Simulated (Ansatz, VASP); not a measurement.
Two plane-wave programs on MgS

The input INCAR:

```
SYSTEM = MgS
  PREC = Accurate
  ENCUT = 520
  EDIFF = 1E-7
  ISMEAR = -1
  SIGMA = 0.05
  LREAL = .False.
  LASPH = .True.
  NELM = 80
  ALGO = Normal
  ISIF = 2
  LWAVE = .False.
  LCHARG = .False.
  GGA = PS
  IBRION = 2
  NSW = 60
  EDIFFG = -0.01
```

KPOINTS

```
Automatic mesh
0
Gamma
  7 7 4
  0 0 0
```

POSCAR

```
MgS
1.0
    3.9539299587      0.0000000000      0.0000000000
   -1.9769649793      3.4242037890      0.0000000000
    0.0000000000      0.0000000000      6.4322941800
S Mg
2 2
Direct
    0.6666666667      0.3333333333      0.8792441500
    0.3333333333      0.6666666667      0.3792441500
    0.3333333333      0.6666666667      0.9957548500
    0.6666666667      0.3333333333      0.4957548500
```

Contents of input.yaml:

```yaml
crystal:
  lattice:
    - [3.9539299587, 0.0, 0.0]
    - [-1.9769649793, 3.424203789, 0.0]
    - [0.0, 0.0, 6.43229418]
  atoms:
    - { symbol: S, position: [0.6666666667, 0.3333333333, 0.87924415] }
    - { symbol: S, position: [0.3333333333, 0.6666666667, 0.37924415] }
    - { symbol: Mg, position: [0.3333333333, 0.6666666667, 0.99575485] }
    - { symbol: Mg, position: [0.6666666667, 0.3333333333, 0.49575485] }
hamiltonian:
  xc: pbesol
  pseudopotentials: { kind: paw }
kpoints:
  mp_grid: { grid: [7, 7, 4] }
scf:
  occupations: { method: fermi_dirac, width: 0.05 }
output:
  forces: true
  stress: true
  eigenvalues: true
  write_density: true
  write_potential: true
  elf: true
  volumetric_format: npy
relax:
  f_tol: 0.01
  max_steps: 40
```

Alike in both runs: task relaxation of the atoms; functional PBEsol; k mesh 7 × 7 × 4; occupations fermi-dirac, width 0.05 eV; no spin polarisation.

|  | VASP | Ansatz |
| --- | --- | --- |
| version | VASP 6.6.1 | Ansatz 0.2.0 |
| potentials or method | VASP PAW PBE potentials, release 64 (S, Mg) | Ansatz PAW |
| plane-wave cutoff (eV) | 520 | 420 |
| valence electrons in the cell | 16 | 32 |

```csv
,VASP,Ansatz,Ansatz less VASP
"gap on the k mesh at the Fermi level, each at its own relaxed structure (eV)",3.56,3.55,-0.005
```

VASP's potentials were made for PBE, not for PBEsol. VASP's potentials hold 16 valence electrons a cell and Ansatz's 32, so a difference there can come from the potentials and not from the codes.

Noted on Ansatz's run: odd divisions of the mesh miss points on the zone boundary, where band edges often lie, so the gap on the mesh can be too wide.
